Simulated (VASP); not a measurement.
# Hf (C2/c) in VASP: further runs

Runs on Hf. Level: RPBE. Tasks: single point.

Program: VASP 6.6.1. These are calculated values, not measurements. Logs are shortened: lines on timing, memory, paths and dates and some standing lists are left out, and cuts for length are marked.

## (1) The cell of the first run

The typed cell holds 2 atoms: a = 5.339 Å, b = 5.339 Å, c = 3.114 Å, α = 90.01°, β = 90.01°, γ = 146.48°.

## (2) Single point, RPBE

INCAR reads:

```
SYSTEM = Hf
ALGO = Normal ; EDIFF = 1E-7
ENCUT = 520 ; GGA = RP
ISIF = 2 ; ISMEAR = -1
LASPH = .True. ; LCHARG = .False.
LREAL = .False. ; LWAVE = .False.
NBANDS = 17 ; NELM = 100
PREC = Accurate ; SIGMA = 0.1
```

KPOINTS reads:

```
k-points
0
Gamma
  12 12 11
  0 0 0
```

POSCAR reads:

```
Hf
1.0
   -3.3846257184      3.8454646379      1.5047332103
    3.8454646379     -3.3846257184      1.5047332103
    2.1519282362      2.1519282362     -0.6607058852
Hf
2
Direct
    0.0203994554      0.9796005446      0.0000000000
    0.7296005446      0.2703994554      0.5000000000
```

Potentials or basis: VASP PAW PBE potentials, release 64 (Hf_pv).

Command:

```sh
> cat potpaw_PBE.64/Hf_pv/POTCAR > POTCAR
> mpirun -np 1 vasp_std > vasp.out
```

OUTCAR:

```text
SYSTEM = Hf
   EDIFF = 1E-7
   ENCUT = 520
   GGA = RP
   ISIF = 2
   ISMEAR = -1
   LASPH = .True.
   LREAL = .False.
   NELM = 100
   PREC = Accurate

 ion  position               nearest neighbor table
   1  0.020  0.980  0.000-   2 3.06   2 3.06   2 3.06   2 3.06   2 3.36   2 3.36
   2  0.730  0.270  0.500-   1 3.06   1 3.06   1 3.06   1 3.06   1 3.36   1 3.36

  LATTYP: Found a base centered monoclinic cell.
 ALAT       =     3.0792260645
 B/A-ratio  =     3.3206044717
 C/A-ratio  =     1.0113518175
 COS(beta)  =    -0.0005201241

  Lattice vectors:

 A1 = (  -3.3846257184,   3.8454646379,   1.5047332103)
 A2 = (   3.8454646379,  -3.3846257184,   1.5047332103)
 A3 = (   2.1519282362,   2.1519282362,  -0.6607058852)

Analysis of symmetry for initial positions (statically):
=====================================================================
 Subroutine PRICEL returns:
 Original cell was already a primitive cell.

 Routine SETGRP: Setting up the symmetry group for a
 base centered monoclinic supercell.

 Subroutine GETGRP returns: Found  4 space group operations
 (whereof  2 operations were pure point group operations)
 out of a pool of  4 trial point group operations.

The static configuration has the point symmetry C_2 .
 The point group associated with its full space group is C_2h.

Analysis of symmetry for dynamics (positions and initial velocities):
=====================================================================
 Subroutine PRICEL returns:
 Original cell was already a primitive cell.

 Routine SETGRP: Setting up the symmetry group for a
 base centered monoclinic supercell.

 Subroutine GETGRP returns: Found  4 space group operations
 (whereof  2 operations were pure point group operations)
 out of a pool of  4 trial point group operations.

The dynamic configuration has the point symmetry C_2 .
 The point group associated with its full space group is C_2h.

 Subroutine INISYM returns: Found  4 space group operations
 (whereof  2 operations are pure point group operations),
 and found     1 'primitive' translations

----------------------------------------------------------------------------------------

                                     Primitive cell

  volume of cell :      49.0246

  direct lattice vectors                    reciprocal lattice vectors
    -3.384625718  3.845464638  1.504733210    -0.020435367  0.117875491  0.317363833
     3.845464638 -3.384625718  1.504733210     0.117875491 -0.020435367  0.317363833
     2.151928236  2.151928236 -0.660705885     0.221916276  0.221916276 -0.067963979

  length of vectors
     5.339242603  5.339242603  3.114180877     0.339163733  0.339163733  0.321111771

  position of ions in fractional coordinates (direct lattice)
     0.020399455  0.979600545  0.000000000
     0.729600545  0.270399455  0.500000000

  ion indices of the primitive-cell ions
   primitive index   ion index
                 1           1
                 2           2

----------------------------------------------------------------------------------------

 KPOINTS: k-points

Automatic generation of k-mesh.
 Grid dimensions read from file:
 generate k-points for:   12   12   11

 Generating k-lattice:

  Cartesian coordinates                     Fractional coordinates (reciprocal lattice)
    -0.001702947  0.009822958  0.026446986     0.083333333 -0.000000000  0.000000000
     0.009822958 -0.001702947  0.026446986    -0.000000000  0.083333333  0.000000000
     0.020174207  0.020174207 -0.006178544    -0.000000000 -0.000000000  0.090909091

  Length of vectors
     0.028263644  0.028263644  0.029191979

  Shift w.r.t. Gamma in fractional coordinates (k-lattice)
     0.000000000  0.000000000  0.000000000

 Subroutine IBZKPT returns following result:
 ===========================================

 Found    433 irreducible k-points:

 Following reciprocal coordinates:
            Coordinates               Weight
  0.000000  0.000000  0.000000      1.000000
  0.083333 -0.000000 -0.000000      4.000000
  0.166667  0.000000 -0.000000      4.000000
  0.250000 -0.000000 -0.000000      4.000000
  0.333333 -0.000000  0.000000      4.000000
  0.416667 -0.000000  0.000000      4.000000
[... 16 lines left out ...]
  0.500000  0.166667  0.000000      4.000000
 -0.416667  0.166667  0.000000      4.000000
 [... further k-points ...]
   k-points           NKPTS =    433   k-points in BZ     NKDIM =    433   number of bands    NBANDS=     17
   number of dos      NEDOS =    301   number of ions     NIONS =      2
   total plane-waves  NPLWV =  38400
   dimension x,y,z NGX =    40 NGY =   40 NGZ =   24
   dimension x,y,z NGXF=    80 NGYF=   80 NGZF=   48
   ions per type =               2
   NGX,Y,Z   is equivalent  to a cutoff of  12.45, 12.45, 12.81 a.u.
   NGXF,Y,Z  is equivalent  to a cutoff of  24.91, 24.91, 25.62 a.u.
 SYSTEM =  Hf
   PREC   = accura    normal or accurate (medium, high low for compatibility)
   ISTART =      0    job   : 0-new  1-cont  2-samecut
   ICHARG =      2    charge: 1-file 2-atom 10-const
   ISPIN  =      1    spin polarized calculation?
   LNONCOLLINEAR =      F non collinear calculations
   LSORBIT =      F    spin-orbit coupling
   LASPH  =      T    aspherical Exc in radial PAW
   ENCUT  =  520.0 eV  38.22 Ry    6.18 a.u.   9.93  9.93  5.79*2*pi/ulx,y,z
   NELM   =    100;   NELMIN=  2; NELMDL= -5     # of ELM steps
   EDIFF  = 0.1E-06   stopping-criterion for ELM
   LREAL  =      F    real-space projection
   EDIFFG = 0.1E-05   stopping-criterion for IOM
   NSW    =      0    number of steps for IOM
   IBRION =     -1    ionic relax: 0-MD 1-quasi-New 2-CG
   NFREE  =      0    steps in history (QN), initial steepest desc. (CG)
   ISIF   =      2    stress and relaxation
   ISYM   =      2    0-nonsym 1-usesym 2-fastsym
   POTIM  = 0.5000    time-step for ionic-motion
   TEBEG  =    0.0;   TEEND  =   0.0 temperature during run
   PSTRESS=    0.0 pullay stress
   NELECT =      20.0000    total number of electrons
   NUPDOWN=      -1.0000    fix difference up-down
   EMIN   =  10.00;   EMAX   =-10.00  energy-range for DOS
   EFERMI =   0.00;   METHOD = LEGACY
   ISMEAR =    -1;   SIGMA  =   0.10  broadening in eV -4-tet -1-fermi 0-gaus
   EFERMI_NEDOS =   21; number of points for ismear=-14 and -15
   IALGO  =     38    algorithm
   IMIX   =      4    mixing-type and parameters
     AMIX     =   0.40;   BMIX     =  1.00
     AMIX_MAG =   1.60;   BMIX_MAG =  1.00
  volume/ion in A,a.u.               =      24.51       165.42
  Fermi-wavevector in a.u.,A,eV,Ry     =   1.214172  2.294452 20.057887  1.474213
  Thomas-Fermi vector in A             =   2.349600
   LORBIT       =      0    0 simple, 1 ext, 2 COOP (PROOUT), +10 PAW based schemes
   GGA     = RP    functional components
   LHFCALC =     F    Hartree Fock is set to
   AEXX    =    0.0000 exact exchange contribution
   IVDW    =     0    specifies the selected vdW correction
   LEPSILON=     F    determine dielectric tensor
   LRPA    =     F    only Hartree local field effects (RPA)
 non-spin polarized calculation
  energy-cutoff  :      520.00
  volume of cell :       49.02
 maximum number of plane-waves:      1338
   NGX = 19   NGY = 19   NGZ = 11

 number of electron      20.0000001 magnetization

 Free energy of the ion-electron system (eV)
  ---------------------------------------------------
  ext. energy  EPLUGINS =         0.00000000
  ---------------------------------------------------
  free energy    TOTEN  =       -18.63757001 eV

  energy without entropy =      -18.59059236  energy(sigma->0) =      -18.61408118

 E-fermi :   4.2404     XC(G=0): -10.7294

 val. band max:        4.2234670997   @ k =   0.5000   0.0833   0.0909
 cond. band min:       4.2408448111   @ k =  -0.3333   0.4167   0.3636
 fundamental gap:      0.0173777114
 Fermi energy:         4.2404037499

 k-point     1 :       0.0000    0.0000    0.0000
  band No.  band energies     occupation
      1     -26.6979      2.00000
      2     -26.2468      2.00000
      3     -26.2222      2.00000
      4     -26.0469      2.00000
      5     -26.0266      2.00000
      6     -26.0130      2.00000
[... 9 lines left out ...]
     16       9.1012      0.00000
     17      10.1789      0.00000

 k-point     2 :       0.0833   -0.0000   -0.0000
  band No.  band energies     occupation
      1     -26.6889      2.00000
      2     -26.2697      2.00000
      3     -26.2397      2.00000
      4     -26.0834      2.00000
      5     -26.0204      2.00000
      6     -26.0137      2.00000
[... 9 lines left out ...]
     16       9.1210      0.00000
     17       9.8250      0.00000

 k-point     3 :       0.1667    0.0000   -0.0000
  band No.  band energies     occupation
      1     -26.6680      2.00000
      2     -26.3839      2.00000
      3     -26.2196      2.00000
      4     -26.1761      2.00000
      5     -26.0190      2.00000
      6     -26.0164      2.00000
[... 9 lines left out ...]
     16       9.1498      0.00000
     17       9.8055      0.00000

 k-point     4 :       0.2500   -0.0000   -0.0000
  band No.  band energies     occupation
      1     -26.6584      2.00000
      2     -26.5244      2.00000
      3     -26.2755      2.00000
      4     -26.1894      2.00000
      5     -26.0353      2.00000
      6     -26.0224      2.00000
[... 9 lines left out ...]
     16       8.6326      0.00000
     17      10.2104      0.00000
[... 343 lines left out ...]
      1     -26.7729      2.00000
      2     -26.7230      2.00000
      3     -26.2551      2.00000
      4     -26.1561      2.00000
      5     -26.1037      2.00000
      6     -26.0665      2.00000
[... 9 lines left out ...]
     16       8.8736      0.00000
     17       9.7582      0.00000

 k-point    23 :       0.5000    0.1667    0.0000
  band No.  band energies     occupation
      1     -26.6862      2.00000
      2     -26.6475      2.00000
      3     -26.2709      2.00000
      4     -26.1386      2.00000
      5     -26.1322      2.00000
      6     -26.0494      2.00000
[... 9 lines left out ...]
     16       8.8937      0.00000
     17       9.8241      0.00000

 k-point    24 :      -0.4167    0.1667    0.0000
  band No.  band energies     occupation
      1     -26.6090      2.00000
      2     -26.5408      2.00000
      3     -26.2498      2.00000
      4     -26.1749      2.00000
      5     -26.0986      2.00000
      6     -26.0374      2.00000
[... 9 lines left out ...]
     16       8.9714      0.00000
     17       9.6968      0.00000

 [... further k-points ...]
[... 5 lines left out ...]
  --------------------------------------------------------------------------------------
  -------------------------------------------------------------------------------------
  Total       -0.1626649     -0.1626649     -0.1378133      0.0121315      0.0034549      0.0034550
  in kB       -5.3160669     -5.3160669     -4.5038894      0.3964713      0.1129101      0.1129117
  external PRESSURE =      -5.0453410 kB  Pullay stress =       0.0000000 kB

 VOLUME and BASIS-vectors are now :
 -----------------------------------------------------------------------------
  energy-cutoff  :      520.00
  volume of cell :       49.02
      direct lattice vectors                 reciprocal lattice vectors
    -3.384625718  3.845464638  1.504733210    -0.020435367  0.117875491  0.317363833
     3.845464638 -3.384625718  1.504733210     0.117875491 -0.020435367  0.317363833
     2.151928236  2.151928236 -0.660705885     0.221916276  0.221916276 -0.067963979

 POSITION                                       TOTAL-FORCE (eV/Angst)
 -----------------------------------------------------------------------------------
      3.69797     -3.23714      1.50473        -0.038398      0.038398      0.000000
     -0.35365      2.96642      1.17438         0.038398     -0.038398     -0.000000
 -----------------------------------------------------------------------------------
    total drift:                               -0.000000      0.000000      0.000000

  FREE ENERGIE OF THE ION-ELECTRON SYSTEM (eV)
  ---------------------------------------------------
  free  energy   TOTEN  =       -18.6375700100 eV

  energy  without entropy=      -18.5905923566  energy(sigma->0) =      -18.61408118
```

Wall time 7.1 min (1 thread of Intel Xeon Platinum 8259CL at 2.50GHz (Skylake/Cascade Lake), shared host); peak memory 0.42 GiB.

What came out:

```
Free energy            : -18.6376 eV
Pressure               : -0.5 GPa
Largest force          : 0.054 eV/Å
Band gap on the k mesh : zero (band 10 reaches 4.61 eV, above the bottom of band 11 at 3.67 eV)
```

Forces on the atoms (eV/Å):
```
Hf  -0.038  0.038  0.000
Hf   0.038 -0.038  0.000
```

Stress tensor (GPa, compression positive):
```
-0.53  0.04  0.01
 0.04 -0.53  0.01
 0.01  0.01 -0.45
```

Levels at points of the mesh, in eV from the Fermi level:
| k point | band 7 | band 8 | band 9 | band 10 | band 11 | band 12 | band 13 | band 14 |
| --- | --- | --- | --- | --- | --- | --- | --- | --- |
| (0.00, 0.00, 0.00) | -6.86 | -3.23 | -1.74 | -0.06 | 0.51 | 1.68 | 2.81 | 3.19 |
| (0.50, 0.00, 0.00) | -3.37 | -2.66 | -1.19 | 0.34 | 0.77 | 1.30 | 1.87 | 1.91 |
| (0.50, 0.50, 0.00) | -5.35 | -4.55 | -1.86 | -0.96 | 0.16 | 2.06 | 2.78 | 2.86 |

Caveat: the PAW data sets were made with another functional, which shifts forces and pressure a little; spin-orbit coupling is left out, which moves the levels of the heavy elements.

## (3) Single point, RPBE (volume scaled by 1.04)

INCAR reads:

```
SYSTEM = Hf
PREC = Accurate
ENCUT = 520
EDIFF = 1E-7
ISMEAR = -1
SIGMA = 0.1
LREAL = .FALSE.
LASPH = .TRUE.
NELM = 80
ALGO = Normal
ISIF = 2
LWAVE = .FALSE.
LCHARG = .FALSE.
GGA = RP
NBANDS = 17
```

KPOINTS reads:

```
Automatic mesh
0
G
  12 12 11
  0 0 0
```

POSCAR reads:

```
Hf
1.0
   -3.4291653750      3.8960686600      1.5245346022
    3.8960686600     -3.4291653750      1.5245346022
    2.1802463288      2.1802463288     -0.6694003807
Hf
2
Direct
    0.0203994554      0.9796005446      0.0000000000
    0.7296005446      0.2703994554      0.5000000000
```

Potentials or basis: VASP PAW PBE potentials, release 64 (Hf_pv).

Command:

```sh
> cat potpaw_PBE.64/Hf_pv/POTCAR > POTCAR
> mpirun -np 1 vasp_std > vasp.out
```

It took 8.3 min on 1 thread of Intel Xeon Platinum 8259CL at 2.50GHz (Skylake/Cascade Lake), shared host; peak memory 0.43 GiB.

The run converged. Its results:

* Free energy: -18.6106 eV
* Pressure: -3.9 GPa
* Largest force: 0.266 eV/Å
* Band gap on the k mesh: zero (band 10 reaches 4.38 eV, above the bottom of band 11 at 3.44 eV)

Forces on the atoms (eV/Å):
```
Hf  -0.188  0.188  0.000
Hf   0.188 -0.188  0.000
```

Stress tensor (GPa, compression positive):
```
-3.96  0.16  0.03
 0.16 -3.96  0.03
 0.03  0.03 -3.65
```

Levels at points of the mesh, in eV from the Fermi level:
```
           k point  band 6  band 7  band 8  band 9  band 10  band 11  band 12  band 13  band 14  band 15
(0.00, 0.00, 0.00)  -30.40   -6.74   -3.12   -1.64    -0.08     0.47     1.63     2.70     3.06     4.19
(0.50, 0.00, 0.00)  -30.45   -3.32   -2.58   -1.18     0.33     0.76     1.20     1.82     1.86     3.27
(0.50, 0.50, 0.00)  -30.42   -5.31   -4.48   -1.76    -0.89     0.18     2.00     2.67     2.75     3.81
```

Caveat: the PAW data sets were made with another functional, which shifts forces and pressure a little; spin-orbit coupling is left out, which moves the levels of the heavy elements.

## (4) Single point, RPBE (volume scaled by 1.08)

INCAR reads:

```
ALGO = Normal ; EDIFF = 1E-6
ENCUT = 520 ; GGA = RP
ISIF = 2 ; ISMEAR = -1
LASPH = T ; LCHARG = F
LREAL = F ; LWAVE = F
NBANDS = 17 ; NELM = 60
PREC = Accurate ; SIGMA = 0.1
```

KPOINTS reads:

```
k-points
0
Gamma
  12 12 11
```

POSCAR reads:

```
Hf
1.0
   -3.4725771402      3.9453912208      1.5438345574
    3.9453912208     -3.4725771402      1.5438345574
    2.2078473137      2.2078473137     -0.6778747029
Hf
2
Direct
    0.0203994554      0.9796005446      0.0000000000
    0.7296005446      0.2703994554      0.5000000000
```

Command:

```sh
> cat potpaw_PBE.64/Hf_pv/POTCAR > POTCAR
> mpirun -np 1 vasp_std > vasp.out
```

It took 8 min on 1 thread of Intel Xeon Platinum 8259CL at 2.50GHz (Skylake/Cascade Lake), shared host; peak memory 0.44 GiB.

Results (log left out):

```
Free energy            : -18.5460 eV
Pressure               : -6.7 GPa
Largest force          : 0.446 eV/Å
Band gap on the k mesh : zero (band 10 reaches 4.16 eV, above the bottom of band 11 at 3.23 eV)
```

Forces on the atoms (eV/Å):
```
Hf  -0.315  0.315  0.000
Hf   0.315 -0.315  0.000
```

Stress tensor (GPa, compression positive):
```
-6.84  0.25  0.05
 0.25 -6.84  0.05
 0.05  0.05 -6.32
```

Levels at points of the mesh, in eV from the Fermi level:
| k point | band 7 | band 8 | band 9 | band 10 | band 11 | band 12 | band 13 | band 14 |
| --- | --- | --- | --- | --- | --- | --- | --- | --- |
| (0.00, 0.00, 0.00) | -6.62 | -3.02 | -1.55 | -0.10 | 0.43 | 1.59 | 2.60 | 2.94 |
| (0.50, 0.00, 0.00) | -3.28 | -2.51 | -1.17 | 0.32 | 0.74 | 1.12 | 1.76 | 1.80 |
| (0.50, 0.50, 0.00) | -5.27 | -4.41 | -1.67 | -0.83 | 0.19 | 1.93 | 2.57 | 2.64 |

Caveat: the PAW data sets were made with another functional, which shifts forces and pressure a little; spin-orbit coupling is left out, which moves the levels of the heavy elements.

## (5) The runs side by side

| cell | gap on the mesh (eV) | pressure (GPa) | largest force (eV/Å) |
| --- | --- | --- | --- |
| a = 5.339, b = 5.339, c = 3.114 Å, angles 90.0, 90.0, 146.5°, 2 atoms | none | -0.5 | 0.05 |
| a = 5.410, b = 5.410, c = 3.155 Å, angles 90.0, 90.0, 146.5°, 2 atoms | none | -3.9 | 0.27 |
| a = 5.478, b = 5.478, c = 3.195 Å, angles 90.0, 90.0, 146.5°, 2 atoms | none | -6.7 | 0.45 |

Alike in all rows: task single point; level RPBE; potentials or basis VASP PAW PBE potentials, release 64 (Hf_pv); no spin polarisation; k mesh 12 × 12 × 11; cutoff (eV) 520; smearing fermi-dirac 0.1 eV.

Caveats: the PAW data sets were made with another functional, which shifts forces and pressure a little; spin-orbit coupling is left out, which moves the levels of the heavy elements.

Total energies depend on the potentials used, so only differences within one code and one set of settings carry meaning.
